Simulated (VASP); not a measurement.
Set up this calculation in VASP 6.6.1, as the native input.

* Task: single point
* Functional: LDA
* Potentials or basis: VASP PAW LDA potentials, release 64 (V_sv, Re)
* Cutoff: 520 eV
* k mesh: 7 × 7 × 7
* Occupations: fermi-dirac, width 0.1 eV
* Spin: collinear spin, ferromagnetic start
* Starting moments: [1.0, 1.0, 1.0, 0.0] μB
* Dipole correction: no
* Further INCAR settings: ALGO = Normal; EDIFF = 1e-06; NBANDS = 35

The structure of V3Re lies in POSCAR:

```
V3Re
1.0
    0.0000000000      3.0506618288      3.0506618288
    3.0506618288      0.0000000000      3.0506618288
    3.0506618288      3.0506618288      0.0000000000
V Re
3 1
Direct
    0.7500000000      0.7500000000      0.7500000000
    0.2500000000      0.2500000000      0.2500000000
    0.0000000000      0.0000000000      0.0000000000
    0.5000000000      0.5000000000      0.5000000000
```

One way to write it, as run:

INCAR

```
PREC = Accurate
ENCUT = 520
EDIFF = 1E-6
ISMEAR = -1
SIGMA = 0.1
LREAL = False
LASPH = True
NELM = 150
ALGO = Normal
ISIF = 2
LWAVE = False
LCHARG = False
ISPIN = 2
MAGMOM = 1 1 1 0
LORBIT = 11
LMAXMIX = 4
GGA = CA
NBANDS = 35
```

KPOINTS

```
regular mesh
0
Gamma
  7 7 7
```

Potentials or basis: VASP PAW LDA potentials, release 64 (V_sv, Re).

The run is started by

```sh
$ cat potpaw_LDA.64/V_sv/POTCAR potpaw_LDA.64/Re/POTCAR > POTCAR
$ mpirun -np 1 vasp_std > vasp.out
```

Results of the run:

| Quantity | Value |
| --- | --- |
| Pressure | -20.9 GPa |
| Band gap on the k mesh | zero (filled and empty bands overlap) |
| Net moment | 0.00 μB per cell |
| Valence electrons inside the program's atomic spheres | V 11.63, 11.59 (each value once); Re 6.04 |

Caveat: the cell stands under tension; the moments typed at the start vanished in this run; spin-orbit coupling is left out, which moves the levels of the heavy elements.

It took 2.8 min on 1 thread of Oxide Virtual Turin-like Processor, with other jobs on the host, peak memory 0.17 GiB.
